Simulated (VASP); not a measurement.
Wanted: the native input for a VASP 6.6.1 run.

* Task: electric field gradients
* Functional: PBE
* Potentials or basis: VASP PAW PBE potentials, release 64 (Ga_d, As)
* Cutoff: 520 eV
* k mesh: 7 × 7 × 10
* Occupations: fermi-dirac, width 0.05 eV
* Spin: no spin polarisation
* Dipole correction: no
* Further INCAR settings: ALGO = Normal; EDIFF = 1e-08; NBANDS = 16

The structure of GaAs lies in POSCAR:

```
GaAs
1.0
    3.8101400000      0.0000000000      0.0000000000
    0.0000000000      3.8101400000      0.0000000000
    0.0000000000      0.0000000000      2.7389100000
Ga As
1 1
Direct
    0.5000000000      0.5000000000      0.5000000000
    0.0000000000      0.0000000000      0.5000000000
```

These files were run (other wordings do the same):

INCAR

```
PREC = Accurate ; ENCUT = 520
EDIFF = 1E-8 ; ISMEAR = -1
SIGMA = 0.05 ; LREAL = False
LASPH = True ; NELM = 60
ALGO = Normal ; ISIF = 2
LWAVE = False ; LCHARG = False
GGA = PE ; LEFG = True
NBANDS = 16
```

KPOINTS

```
regular mesh
0
Gamma
  7 7 10
```

Potentials or basis: VASP PAW PBE potentials, release 64 (Ga_d, As).

Run with:

```sh
$ cat potpaw_PBE.64/Ga_d/POTCAR potpaw_PBE.64/As/POTCAR > POTCAR
$ mpirun -np 1 vasp_std > vasp.out
```

Results of the run:

```json
{
 "Pressure": "0.3 GPa",
 "Band gap on the k mesh": "zero (band 9 reaches 6.36 eV, above the bottom of band 10 at 3.19 eV)"
}
```

Caveat: without QUAD_EFG the Cq values of the log hold for a quadrupole moment of 1 mb, not for the nuclei.

Wall time 23 s on 1 thread of AMD EPYC 7R13 Processor (Zen 3), on a shared host, peak memory 0.14 GiB.
